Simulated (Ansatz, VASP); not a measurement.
# Mg3F2 in VASP and in Ansatz

The input INCAR:

```
  PREC = Accurate
  ENCUT = 600
  EDIFF = 1E-6
  ISMEAR = 0
  SIGMA = 0.1
  LREAL = False
  LASPH = True
  NELM = 80
  ALGO = Normal
  ISIF = 3
  LWAVE = False
  LCHARG = False
  GGA = PE
  IBRION = 2
  NSW = 90
  EDIFFG = -0.04
```

KPOINTS

```
Automatic mesh
0
Gamma
  6 6 4
```

Contents of POSCAR:

```
Mg3F2
1.0
    4.1383947798      0.0000000000      0.0000000000
   -2.0691973899      3.5839550102      0.0000000000
    0.0000000000      0.0000000000      4.9967300534
Mg F
3 2
Direct
    0.0000000000      0.0000000000      0.0000000000
    0.3333333333      0.6666666667      0.6250000000
    0.6666666667      0.3333333333      0.3750000000
    0.3333333333      0.6666666667      0.1380000000
    0.6666666667      0.3333333333      0.8620000000
```

Input for Ansatz:

```yaml
crystal:
  lattice:
    - [4.1383947798, 0.0, 0.0]
    - [-2.0691973899, 3.5839550102, 0.0]
    - [0.0, 0.0, 4.9967300534]
  atoms:
    - { symbol: Mg, position: [0.0, 0.0, 0.0] }
    - { symbol: Mg, position: [0.3333333333, 0.6666666667, 0.625] }
    - { symbol: Mg, position: [0.6666666667, 0.3333333333, 0.375] }
    - { symbol: F, position: [0.3333333333, 0.6666666667, 0.138] }
    - { symbol: F, position: [0.6666666667, 0.3333333333, 0.862] }
basis:
  ecutwfc: 420
kpoints:
  mp_grid: { grid: [6, 6, 4] }
hamiltonian:
  xc: pbe
scf:
  occupations: { method: gaussian, width: 0.1 }
  lower_state_search: "off"
output:
  forces: true
  stress: true
  eigenvalues: true
relax:
  adjacent_minimum: "off"
  f_tol: 0.04
  max_steps: 70
  cell: { stress_tol: 0.4 }
```

Alike in both runs: task relaxation of cell and atoms; functional PBE; k mesh 6 × 6 × 4; occupations gaussian, width 0.1 eV; no spin polarisation.

|  | VASP | Ansatz |
| --- | --- | --- |
| version | VASP 6.6.1 | Ansatz 0.2.0 |
| potentials or method | VASP PAW PBE potentials, release 64 (Mg, F), cutoff 600 eV | scalar-relativistic, plane waves, PAW |
| valence electrons in the cell | 20 | 44 |

VASP gave:

| Property | Result |
| --- | --- |
| gap on the k mesh at the Fermi level, each at its own relaxed structure (eV) | none |
| relaxed volume (Å³/atom) | 15.63 |
| relaxed cell length with the largest relative difference (Å) | 7.207 |

Question: What did Ansatz give for the same quantities?

Answer: gap on the k mesh at the Fermi level, each at its own relaxed structure (eV): none; relaxed volume (Å³/atom): 19.28; relaxed cell length with the largest relative difference (Å): 11.542.

A gap of «none» marks a metal or a gap that the smearing closes. One of these differences is far larger than is usual between the two programs; its cause wasn't traced. VASP's potentials hold 20 valence electrons a cell and Ansatz's 44, so a difference there can come from the potentials and not from the codes.
